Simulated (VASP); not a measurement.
Set up this calculation in VASP 6.6.1, as the native input.

* Task: single point
* Functional: LDA
* Potentials or basis: VASP PAW LDA potentials, release 64 (Pt)
* Cutoff: 520 eV
* k mesh: 12 × 12 × 12
* Occupations: fermi-dirac, width 0.05 eV
* Spin: no spin polarisation
* Dipole correction: no
* Further INCAR settings: ALGO = Normal; EDIFF = 1e-06; NBANDS = 11

The structure of Pt lies in POSCAR:

```
Pt
1.0
    0.0000000000      1.9867042750      1.9867042750
    1.9867042750      0.0000000000      1.9867042750
    1.9867042750      1.9867042750      0.0000000000
Pt
1
Direct
    0.0000000000      0.0000000000      0.0000000000
```

One way to write it, as run:

INCAR

```
  ALGO = Normal
  EDIFF = 1E-6
  ENCUT = 520
  ISIF = 2
  ISMEAR = -1
  LASPH = T
  LCHARG = F
  LREAL = F
  LWAVE = F
  NBANDS = 11
  NELM = 100
  PREC = Accurate
  SIGMA = 0.05
```

KPOINTS

```
k-points
0
Gamma
  12 12 12
```

Potentials or basis: VASP PAW LDA potentials, release 64 (Pt).

The run is started by

```sh
$ cat potpaw_LDA.64/Pt/POTCAR > POTCAR
$ mpirun -np 1 vasp_std > vasp.out
```

Results of the run:

The pressure is -15.1 GPa. The band gap on the k mesh is zero (band 5 reaches 10.85 eV, above the bottom of band 6 at 8.78 eV).

Caveat: spin-orbit coupling is left out, which moves the levels of the heavy elements.

Wall time 17 s on 1 thread of Intel Xeon 8259CL, with other jobs on the host, peak memory 0.14 GiB.
